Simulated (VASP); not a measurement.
Wanted: the native input for a VASP 6.6.1 run.

* Task: single point
* Functional: PBE
* Potentials or basis: VASP PAW PBE potentials, release 64 (Hf_pv, O)
* Cutoff: 520 eV
* k mesh: 6 × 6 × 8
* Occupations: gaussian, width 0.02 eV
* Spin: no spin polarisation
* Dipole correction: no
* Further INCAR settings: ALGO = Normal; EDIFF = 1e-07; NBANDS = 31

The structure of HfO2 lies in POSCAR:

```
HfO2
1.0
    5.1731915434      0.0000000000      0.0000000000
    0.0000000000      5.1731915434      0.0000000000
    0.0000000000      0.0000000000      3.1442031644
Hf O
2 4
Direct
    0.0000000000      0.0000000000      0.0000000000
    0.5000000000      0.5000000000      0.5000000000
    0.1925144531      0.8074855469      0.5000000000
    0.3074855469      0.3074855469      0.0000000000
    0.6925144531      0.6925144531      0.0000000000
    0.8074855469      0.1925144531      0.5000000000
```

This cell differs from its parent crystal: biaxial strain in the a-b plane: +6.0 %, then relaxed in part.

The input as run:

INCAR

```
SYSTEM = HfO2
PREC = Accurate ; ENCUT = 520
EDIFF = 1E-7 ; ISMEAR = 0
SIGMA = 0.02 ; LREAL = .FALSE.
LASPH = .TRUE. ; NELM = 60
ALGO = Normal ; ISIF = 2
LWAVE = .FALSE. ; LCHARG = .TRUE.
GGA = PE ; LELF = .TRUE.
LVHAR = .TRUE. ; NBANDS = 31
```

KPOINTS

```
Automatic mesh
0
G
  6 6 8
  0 0 0
```

Potentials or basis: VASP PAW PBE potentials, release 64 (Hf_pv, O).

Run with:

```console
$ cat potpaw_PBE.64/Hf_pv/POTCAR potpaw_PBE.64/O/POTCAR > POTCAR
$ mpirun -np 1 vasp_std > vasp.out
```

Results of the run:

```
Pressure               : -13.3 GPa
Largest force          : 0.098 eV/Å
Band gap on the k mesh : 3.66 eV, direct
```

Caveat: the cell differs from its parent crystal (biaxial strain in the a-b plane: +6.0 %, then relaxed in part); spin-orbit coupling is left out, which moves the levels of the heavy elements.

It took 90 s on 1 thread of Intel(R) Xeon(R) Platinum 8488C (Sapphire Rapids), with other jobs on the host, peak memory 0.25 GiB.
